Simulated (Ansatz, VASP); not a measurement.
**Two plane-wave programs on LiH**

```
Li H
1.0
     0.00000    2.14418    2.14418
     2.14418    0.00000    2.14418
     2.14418    2.14418    0.00000
Li H
1 1
Cartesian
  0.0000 0.0000 0.0000
  1.0721 1.0721 1.0721
```

Alike in both runs: task single point; functional r2SCAN; k mesh 10 × 10 × 10; occupations gaussian, width 0.02 eV; no spin polarisation.

```csv
,VASP,Ansatz
version,VASP 6.6.1,Ansatz 0.2.0
potentials or method,"VASP PAW PBE potentials, release 64 (Li_sv, H), cutoff 520 eV","scalar-relativistic, plane waves, PAW"
valence electrons in the cell,4,4
```

```tsv
	VASP	Ansatz	Ansatz less VASP
gap on the k mesh at the Fermi level (eV)	4.82	4.76	-0.068
least direct gap on the mesh (eV)	5.85	5.80	-0.051
```

VASP's potentials were made for PBE, not for r2SCAN. With one functional, cell and mesh, what is left measures potentials, basis and numerics.

Noted on VASP's run: the cutoff is under 1.25 times that of the potentials, so the pressure is a little rough.
